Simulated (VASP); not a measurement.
# Ga2Sb2CO in VASP: notebook

Runs on Ga2Sb2CO. Level: PBE+D3(BJ). Tasks: single point.

All numbers are computed with VASP 6.6.1; they aren't measurements. Logs are shortened: lines on timing, memory, paths and dates and some standing lists are left out, and cuts for length are marked.

## Step 1: The cell of the first run

The cell holds a slab with vacuum, 6 atoms: a = 4.334 Å, b = 4.334 Å, c = 23.320 Å, α = 90.00°, β = 90.00°, γ = 120.00°.

## Step 2: Single point, PBE+D3(BJ)

The input, INCAR:

```
SYSTEM = Ga2Sb2CO
PREC = Accurate
ENCUT = 520
EDIFF = 1E-6
ISMEAR = 0
SIGMA = 0.1
LREAL = .False.
LASPH = .True.
NELM = 80
ALGO = Normal
ISIF = 2
LWAVE = .False.
LCHARG = .False.
LDIPOL = .True.
IDIPOL = 3
DIPOL = 0.5 0.5 0.353
GGA = PE
IVDW = 12
NBANDS = 32
```

The input, KPOINTS:

```
Automatic mesh
0
Gamma
  6 6 1
  0 0 0
```

The input, POSCAR:

```
Ga2Sb2CO
1.0
    4.3343814621      0.0000000000      0.0000000000
   -2.1671907311      3.7536844559      0.0000000000
    0.0000000000      0.0000000000     23.3197422777
Sb Ga O C
2 2 1 1
Direct
    0.0000000000      0.0000000000      0.1715284823
    0.3333333333      0.6666666667      0.3301590654
    0.3333333333      0.6666666667      0.2094685204
    0.6666666667      0.3333333333      0.3632005095
    0.6666666667      0.3333333333      0.4961350833
    0.6666666667      0.3333333333      0.5454495220
```

Potentials or basis: VASP PAW PBE potentials, release 64 (Sb, Ga_d, O, C).

Started as:

```
$ cat potpaw_PBE.64/Sb/POTCAR potpaw_PBE.64/Ga_d/POTCAR potpaw_PBE.64/O/POTCAR potpaw_PBE.64/C/POTCAR > POTCAR
$ mpirun -np 1 vasp_std > vasp.out
```

OUTCAR:

```text
SYSTEM = Ga2Sb2CO
   PREC = Accurate
   ENCUT = 520
   EDIFF = 1E-6
   ISMEAR = 0
   LREAL = .False.
   LASPH = .True.
   NELM = 80
   ISIF = 2
   GGA = PE
   IVDW = 12
 IVDW          = 12

 ion  position               nearest neighbor table
   1  0.000  0.000  0.172-   3 2.65   3 2.65   3 2.65
   2  0.333  0.667  0.330-   4 2.62   4 2.62   4 2.62   3 2.81
   3  0.333  0.667  0.209-   1 2.65   1 2.65   1 2.65   2 2.81
   4  0.667  0.333  0.363-   2 2.62   2 2.62   2 2.62
   5  0.667  0.333  0.496-   6 1.15
   6  0.667  0.333  0.545-   5 1.15

  LATTYP: Found a hexagonal cell.
 ALAT       =     4.3343814621
 C/A-ratio  =     5.3801776520

  Lattice vectors:

 A1 = (   4.3343814621,   0.0000000000,   0.0000000000)
 A2 = (  -2.1671907311,   3.7536844559,   0.0000000000)
 A3 = (   0.0000000000,   0.0000000000,  23.3197422777)

Analysis of symmetry for initial positions (statically):
=====================================================================
 Subroutine PRICEL returns:
 Original cell was already a primitive cell.

 Routine SETGRP: Setting up the symmetry group for a
 hexagonal supercell.

 Subroutine GETGRP returns: Found  6 space group operations
 (whereof  6 operations were pure point group operations)
 out of a pool of 24 trial point group operations.

The static configuration has the point symmetry C_3v.

Analysis of symmetry for dynamics (positions and initial velocities):
=====================================================================
 Subroutine PRICEL returns:
 Original cell was already a primitive cell.

 Routine SETGRP: Setting up the symmetry group for a
 hexagonal supercell.

 Subroutine GETGRP returns: Found  6 space group operations
 (whereof  6 operations were pure point group operations)
 out of a pool of 24 trial point group operations.

The dynamic configuration has the point symmetry C_3v.

 Subroutine INISYM returns: Found  6 space group operations
 (whereof  6 operations are pure point group operations),
 and found     1 'primitive' translations

----------------------------------------------------------------------------------------

                                     Primitive cell

  volume of cell :     379.4099

  direct lattice vectors                    reciprocal lattice vectors
     4.334381462  0.000000000  0.000000000     0.230713427  0.133202459  0.000000000
    -2.167190731  3.753684456  0.000000000     0.000000000  0.266404918  0.000000000
     0.000000000  0.000000000 23.319742278     0.000000000  0.000000000  0.042882121

  length of vectors
     4.334381462  4.334381462 23.319742278     0.266404918  0.266404918  0.042882121

  position of ions in fractional coordinates (direct lattice)
     0.000000000  0.000000000  0.171528482
     0.333333333  0.666666667  0.330159065
     0.333333333  0.666666667  0.209468520
     0.666666667  0.333333333  0.363200509
     0.666666667  0.333333333  0.496135083
     0.666666667  0.333333333  0.545449522

  ion indices of the primitive-cell ions
   primitive index   ion index
                 1           1
                 2           2
                 3           3
                 4           4
                 5           5
                 6           6

----------------------------------------------------------------------------------------

 KPOINTS: Automatic mesh

Automatic generation of k-mesh.
 Grid dimensions read from file:
 generate k-points for:    6    6    1

 Generating k-lattice:

  Cartesian coordinates                     Fractional coordinates (reciprocal lattice)
     0.038452238  0.022200410  0.000000000     0.166666667  0.000000000  0.000000000
     0.000000000  0.044400820  0.000000000     0.000000000  0.166666667  0.000000000
     0.000000000  0.000000000  0.042882121     0.000000000  0.000000000  1.000000000

  Length of vectors
     0.044400820  0.044400820  0.042882121

  Shift w.r.t. Gamma in fractional coordinates (k-lattice)
     0.000000000  0.000000000  0.000000000

 Subroutine IBZKPT returns following result:
 ===========================================

 Found      7 irreducible k-points:

 Following reciprocal coordinates:
            Coordinates               Weight
  0.000000  0.000000  0.000000      1.000000
  0.166667  0.000000  0.000000      6.000000
  0.333333  0.000000  0.000000      6.000000
  0.500000  0.000000  0.000000      3.000000
  0.166667  0.166667  0.000000      6.000000
  0.333333  0.166667  0.000000     12.000000
  0.333333  0.333333  0.000000      2.000000
   k-points           NKPTS =      7   k-points in BZ     NKDIM =      7   number of bands    NBANDS=     32
   number of dos      NEDOS =    301   number of ions     NIONS =      6
   total plane-waves  NPLWV = 184320
   dimension x,y,z NGX =    32 NGY =   32 NGZ =  180
   dimension x,y,z NGXF=    64 NGYF=   64 NGZF=  360
   ions per type =               2   2   1   1
   NGX,Y,Z   is equivalent  to a cutoff of  12.27, 12.27, 12.83 a.u.
   NGXF,Y,Z  is equivalent  to a cutoff of  24.55, 24.55, 25.66 a.u.
 SYSTEM =  Ga2Sb2CO
   PREC   = accura    normal or accurate (medium, high low for compatibility)
   ISTART =      0    job   : 0-new  1-cont  2-samecut
   ICHARG =      2    charge: 1-file 2-atom 10-const
   ISPIN  =      1    spin polarized calculation?
   LNONCOLLINEAR =      F non collinear calculations
   LSORBIT =      F    spin-orbit coupling
   LASPH  =      T    aspherical Exc in radial PAW
   ENCUT  =  520.0 eV  38.22 Ry    6.18 a.u.   8.06  8.06 43.36*2*pi/ulx,y,z
   NELM   =     80;   NELMIN=  2; NELMDL= -5     # of ELM steps
   EDIFF  = 0.1E-05   stopping-criterion for ELM
   LREAL  =      F    real-space projection
   EDIFFG = 0.1E-04   stopping-criterion for IOM
   NSW    =      0    number of steps for IOM
   IBRION =     -1    ionic relax: 0-MD 1-quasi-New 2-CG
   NFREE  =      0    steps in history (QN), initial steepest desc. (CG)
   ISIF   =      2    stress and relaxation
   ISYM   =      2    0-nonsym 1-usesym 2-fastsym
   POTIM  = 0.5000    time-step for ionic-motion
   TEBEG  =    0.0;   TEEND  =   0.0 temperature during run
   PSTRESS=    0.0 pullay stress
   NELECT =      46.0000    total number of electrons
   NUPDOWN=      -1.0000    fix difference up-down
   EMIN   =  10.00;   EMAX   =-10.00  energy-range for DOS
   EFERMI =   0.00;   METHOD = LEGACY
   ISMEAR =     0;   SIGMA  =   0.10  broadening in eV -4-tet -1-fermi 0-gaus
   EFERMI_NEDOS =   21; number of points for ismear=-14 and -15
   IALGO  =     38    algorithm
   IMIX   =      4    mixing-type and parameters
     AMIX     =   0.40;   BMIX     =  1.00
     AMIX_MAG =   1.60;   BMIX_MAG =  1.00
  volume/ion in A,a.u.               =      63.23       426.73
  Fermi-wavevector in a.u.,A,eV,Ry     =   0.810260  1.531170  8.932521  0.656522
  Thomas-Fermi vector in A             =   1.919403
   LORBIT       =      0    0 simple, 1 ext, 2 COOP (PROOUT), +10 PAW based schemes
   GGA     = PE    functional components
   LHFCALC =     F    Hartree Fock is set to
   AEXX    =    0.0000 exact exchange contribution
   IVDW    =    12    specifies the selected vdW correction
   LEPSILON=     F    determine dielectric tensor
   LRPA    =     F    only Hartree local field effects (RPA)
 non-spin polarized calculation
 Gauss-broadening in eV      SIGMA  =   0.10
  energy-cutoff  :      520.00
  volume of cell :      379.41
 maximum number of plane-waves:     10242
   NGX = 17   NGY = 17   NGZ = 87

 dipolmoment           0.000000      0.000000      0.000056 electrons x Angstroem

 number of electron      46.0000003 magnetization

 dipolmoment           0.000000      0.000000     -0.139354 electrons x Angstroem

 Free energy of the ion-electron system (eV)
  ---------------------------------------------------
  ext. energy  EPLUGINS =         0.00000000
  ---------------------------------------------------
  free energy    TOTEN  =       -28.22084217 eV

  energy without entropy =      -28.21426329  energy(sigma->0) =      -28.21755273

 E-fermi :  -0.7314     XC(G=0):  -4.1604

 val. band max:       -0.7595963478   @ k =   0.0000   0.0000   0.0000
 cond. band min:      -0.6984257450   @ k =   0.0000   0.0000   0.0000
 fundamental gap:      0.0611706027
 Fermi energy:        -0.7313793422

 k-point     1 :       0.0000    0.0000    0.0000
  band No.  band energies     occupation
      1     -27.1019      2.00000
      2     -16.3935      2.00000
      3     -16.3438      2.00000
      4     -16.3438      2.00000
      5     -16.2765      2.00000
      6     -16.2765      2.00000
[... 24 lines left out ...]
     31       2.2643      0.00000
     32       2.6842      0.00000

 k-point     2 :       0.1667    0.0000    0.0000
  band No.  band energies     occupation
      1     -27.1002      2.00000
      2     -16.3895      2.00000
      3     -16.3482      2.00000
      4     -16.3441      2.00000
      5     -16.2791      2.00000
      6     -16.2723      2.00000
[... 24 lines left out ...]
     31       2.9928      0.00000
     32       3.0185      0.00000

 k-point     3 :       0.3333    0.0000    0.0000
  band No.  band energies     occupation
      1     -27.0968      2.00000
      2     -16.3816      2.00000
      3     -16.3569      2.00000
      4     -16.3446      2.00000
      5     -16.2841      2.00000
      6     -16.2636      2.00000
[... 24 lines left out ...]
     31       3.6374      0.00000
     32       3.9972      0.00000

 k-point     4 :       0.5000    0.0000    0.0000
  band No.  band energies     occupation
      1     -27.0951      2.00000
      2     -16.3776      2.00000
      3     -16.3614      2.00000
      4     -16.3449      2.00000
      5     -16.2866      2.00000
      6     -16.2592      2.00000
[... 24 lines left out ...]
     31       4.1343      0.00000
     32       4.5203      0.00000

 k-point     5 :       0.1667    0.1667    0.0000
  band No.  band energies     occupation
      1     -27.0977      2.00000
      2     -16.3833      2.00000
      3     -16.3545      2.00000
      4     -16.3449      2.00000
      5     -16.2823      2.00000
      6     -16.2664      2.00000
[... 24 lines left out ...]
     31       3.1254      0.00000
     32       3.3187      0.00000

 k-point     6 :       0.3333    0.1667    0.0000
  band No.  band energies     occupation
      1     -27.0951      2.00000
      2     -16.3760      2.00000
      3     -16.3615      2.00000
      4     -16.3461      2.00000
      5     -16.2854      2.00000
      6     -16.2607      2.00000
[... 24 lines left out ...]
     31       3.8608      0.00000
     32       4.2506      0.00000

 k-point     7 :       0.3333    0.3333    0.0000
  band No.  band energies     occupation
      1     -27.0941      2.00000
      2     -16.3690      2.00000
      3     -16.3671      2.00000
      4     -16.3474      2.00000
      5     -16.2854      2.00000
      6     -16.2602      2.00000
[... 24 lines left out ...]
     31       4.3406      0.00000
     32       4.6761      0.00000

------------------------ aborting loop because EDIFF is reached ----------------------------------------

 vacuum level on the upper side and lower side of the slab       (xc-potential included)        -0.763         0.753

 Edisp (eV)   -0.99899

 E8    (eV) :    -0.4643

  FORCE on cell =-STRESS in cart. coord.  units (eV):
  Direction    XX          YY          ZZ          XY          YZ          ZX
  --------------------------------------------------------------------------------------
  -------------------------------------------------------------------------------------
  Total       0.09321     0.09321    -0.70105    -0.00000     0.00000     0.00000
  in kB       0.39360     0.39360    -2.96038    -0.00000     0.00000     0.00000
  external pressure =       -0.72 kB  Pullay stress =        0.00 kB

 VOLUME and BASIS-vectors are now :
 -----------------------------------------------------------------------------
  energy-cutoff  :      520.00
  volume of cell :      379.41
      direct lattice vectors                 reciprocal lattice vectors
     4.334381462  0.000000000  0.000000000     0.230713427  0.133202459  0.000000000
    -2.167190731  3.753684456  0.000000000     0.000000000  0.266404918  0.000000000
     0.000000000  0.000000000 23.319742278     0.000000000  0.000000000  0.042882121

 POSITION                                       TOTAL-FORCE (eV/Angst)
 -----------------------------------------------------------------------------------
      0.00000      0.00000      4.00000         0.000000     -0.000000      0.177388
     -0.00000      2.50246      7.69922         0.000000     -0.000000      0.038361
     -0.00000      2.50246      4.88475        -0.000000      0.000000     -0.169218
      2.16719      1.25123      8.46974         0.000000     -0.000000     -0.150685
      2.16719      1.25123     11.56974         0.000000     -0.000000      0.756482
      2.16719      1.25123     12.71974         0.000000     -0.000000     -0.652329
 -----------------------------------------------------------------------------------
    total drift:                               -0.000003      0.000001      0.000705

  FREE ENERGIE OF THE ION-ELECTRON SYSTEM (eV)
  ---------------------------------------------------
  free  energy   TOTEN  =       -29.2198347822 eV

  energy  without entropy=      -29.2132558998  energy(sigma->0) =      -29.21654534

 vacuum level on the upper side and lower side of the slab         2.589         4.139
```

It took 1.7 min on 1 thread of Intel Xeon 6975P-C (Granite Rapids), shared host; peak memory 0.49 GiB.

What came out:

- Free energy: -29.2198 eV
- Largest force: 0.756 eV/Å
- Band gap on the k mesh: 0.06 eV, direct
- Dispersion energy per atom: -0.166 eV

Forces on the atoms (eV/Å):
```
Sb   0.000  0.000  0.177
Sb   0.000  0.000  0.038
Ga   0.000  0.000 -0.169
Ga   0.000  0.000 -0.151
O    0.000  0.000  0.756
C    0.000  0.000 -0.652
```

Caveat: spin-orbit coupling is left out, which moves the levels of the heavy elements.

## Step 3: Single point, PBE+D3(BJ)

The input, INCAR:

```
SYSTEM = Ga2Sb2CO
ALGO = Normal
DIPOL = 0.5 0.5 0.353
EDIFF = 1E-6
ENCUT = 520
GGA = PE
IDIPOL = 3
ISIF = 2
ISMEAR = 0
IVDW = 12
LASPH = .TRUE.
LCHARG = .TRUE.
LDIPOL = .TRUE.
LELF = .TRUE.
LREAL = .FALSE.
LVACPOTAV = .TRUE.
LVHAR = .TRUE.
LWAVE = .FALSE.
NBANDS = 32
NELM = 80
PREC = Accurate
SIGMA = 0.1
```

The input, KPOINTS:

```
k-points
0
G
  6 6 1
  0 0 0
```

POSCAR: that of step 2 with these lines changed.

```diff
@@ -12,3 +12,3 @@
     0.6666666667      0.3333333333      0.3632005095
-    0.6666666667      0.3333333333      0.4961350833
-    0.6666666667      0.3333333333      0.5454495220
+    1.0000000000      1.0000000000      0.4961350833
+    1.0000000000      1.0000000000      0.5454495220
```

Potentials or basis: VASP PAW PBE potentials, release 64 (Sb, Ga_d, O, C).

Started as:

```
$ cat potpaw_PBE.64/Sb/POTCAR potpaw_PBE.64/Ga_d/POTCAR potpaw_PBE.64/O/POTCAR potpaw_PBE.64/C/POTCAR > POTCAR
$ mpirun -np 1 vasp_std > vasp.out
```

Wall time 1.8 min (1 thread of Intel Xeon 6975P-C (Granite Rapids), shared host); peak memory 0.5 GiB.

The run converged. Its results:

```
Free energy                : -29.2638 eV
Largest force              : 0.673 eV/Å
Band gap on the k mesh     : 0.03 eV, indirect (least direct gap 0.15 eV)
Dispersion energy per atom : -0.167 eV
```

Forces in eV/Å, atoms in the order of the input:
```
Sb   0.000  0.000  0.157
Sb   0.000  0.000 -0.016
Ga   0.000  0.000 -0.133
Ga   0.000  0.000  0.019
O    0.000  0.000  0.646
C    0.000  0.000 -0.673
```

Levels at points of the mesh, in eV from the valence-band top:
```csv
k point,band 19,band 20,band 21,band 22,band 23,band 24,band 25,band 26,band 27,band 28
"(0.00, 0.00, 0.00)",-2.09,-1.11,-1.11,0.00,0.00,0.16,0.88,1.51,1.51,1.79
"(0.50, 0.00, 0.00)",-5.63,-2.52,-2.45,-1.30,-1.19,0.39,0.76,1.21,1.37,1.68
```

Caveat: spin-orbit coupling is left out, which moves the levels of the heavy elements.

## Step 4: Single point, PBE+D3(BJ)

The input, INCAR:

```
SYSTEM = Ga2Sb2CO
  PREC = Accurate
  ENCUT = 520
  EDIFF = 1E-7
  ISMEAR = 0
  SIGMA = 0.1
  LREAL = .False.
  LASPH = .True.
  NELM = 80
  ALGO = Normal
  ISIF = 2
  LWAVE = .False.
  LCHARG = .False.
  LDIPOL = .True.
  IDIPOL = 3
  DIPOL = 0.5 0.5 0.353
  GGA = PE
  IVDW = 12
  NBANDS = 32
```

The input, KPOINTS:

```
Automatic mesh
0
Gamma
  6 6 1
  0 0 0
```

POSCAR: that of step 3 with these lines changed.

```diff
@@ -12,3 +12,3 @@
     0.6666666667      0.3333333333      0.3632005095
-    1.0000000000      1.0000000000      0.4961350833
-    1.0000000000      1.0000000000      0.5454495220
+    1.3333333333      0.6666666667      0.4961350833
+    1.3333333333      0.6666666667      0.5454495220
```

Started as:

```
$ cat potpaw_PBE.64/Sb/POTCAR potpaw_PBE.64/Ga_d/POTCAR potpaw_PBE.64/O/POTCAR potpaw_PBE.64/C/POTCAR > POTCAR
$ mpirun -np 1 vasp_std > vasp.out
```

Wall time 2.1 min (1 thread of Intel Xeon 6975P-C (Granite Rapids), shared host); peak memory 0.49 GiB.

It converged, with:

| Property | Result |
| --- | --- |
| Free energy | -29.2384 eV |
| Largest force | 0.707 eV/Å |
| Band gap on the k mesh | 0.02 eV, indirect (least direct gap 0.18 eV) |
| Dispersion energy per atom | -0.167 eV |

Forces on the atoms (eV/Å):
```
Sb   0.000  0.000  0.150
Sb   0.000  0.000 -0.082
Ga   0.000  0.000 -0.113
Ga   0.000  0.000  0.004
O    0.000  0.000  0.707
C    0.000  0.000 -0.666
```

Levels at points of the mesh, in eV from the valence-band top:
| k point | band 20 | band 21 | band 22 | band 23 | band 24 | band 25 | band 26 | band 27 |
| --- | --- | --- | --- | --- | --- | --- | --- | --- |
| (0.00, 0.00, 0.00) | -1.11 | -1.11 | 0.00 | 0.00 | 0.18 | 0.88 | 1.45 | 1.45 |
| (0.50, 0.00, 0.00) | -2.50 | -2.45 | -1.30 | -1.19 | 0.36 | 0.70 | 1.20 | 1.30 |

Caveat: spin-orbit coupling is left out, which moves the levels of the heavy elements.
